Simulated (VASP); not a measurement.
Input of a VASP 6.6.1 run:

The input INCAR:

```
PREC = Accurate
ENCUT = 520
EDIFF = 1E-6
ISMEAR = -1
SIGMA = 0.1379
LREAL = Auto
LASPH = T
NELM = 120
ALGO = Normal
ISIF = 2
LWAVE = F
LCHARG = F
GGA = PE
ISYM = -1
NBANDS = 87
GGA_COMPAT = F
```

KPOINTS

```
explicit points
1
Reciprocal
  0.25000000   0.25000000   0.25000000 1
```

File POSCAR:

```
AlSi8NO16
1.0
    7.6361610000     -0.1511100000     -0.0835260000
   -0.1511100000      7.3133010000     -0.0381800000
   -0.0835260000     -0.0381800000      6.8622450000
Al N Si O
1 1 8 16
Direct
    0.4212605091      0.6924255233      0.6941748672
    0.5177137259      0.4447033583      0.6985278624
    0.6174093435      0.6054491303      0.3065480438
    0.7394588034      0.3919385353      0.5958580974
    1.0096765555      0.6875555044      0.6801501714
    0.2506166566      0.5779803431      0.2813917743
    0.3898559564      0.9644343298      0.0977321870
    0.0908683339      0.0400686706      0.8749904281
    0.9016922574      0.0682905429      0.4966102318
    0.7873703521     -0.0042893028      0.1748429458
    0.4445534911      0.4612278787      0.2688011657
    0.2945099857      0.7994061339      0.2144650282
    0.1842822164      0.6528697755      0.5772995462
    0.5904680651      0.0803853631      0.1587670724
    0.0423797114      0.1489909789      0.6694834246
    0.4092822746      0.8613298571      0.8921388387
    0.7704165242      0.4806404422      0.3890410008
    0.6992499319      0.7732804837      0.1433283712
    0.9067672402      0.4967708225      0.7423508415
    0.3918019668      0.3220623810      0.6723661124
    0.9166563469      0.1144741655      1.0343396748
    0.0572185730      0.8088502987      0.8868360344
    0.2293393351      0.1032043154      0.0574058691
    0.5770675391      0.7385735295      0.4972199157
    0.7284519193      0.1807513511      0.5814213514
    0.8884667090      0.8183345809      0.5521190346
```

Potentials or basis: VASP PAW PBE potentials, release 64 (Al, N, Si, O).

Command:

```sh
$ cat potpaw_PBE.64/Al/POTCAR potpaw_PBE.64/N/POTCAR potpaw_PBE.64/Si/POTCAR potpaw_PBE.64/O/POTCAR > POTCAR
$ mpirun -np 1 vasp_std > vasp.out
```

(1) Estimate the pressure.

(2) Estimate the largest force.

Answers

(1) -2.7 GPa.

(2) 5.882 eV/Å.

Caveat: the atoms stand as in a frame of molecular dynamics.
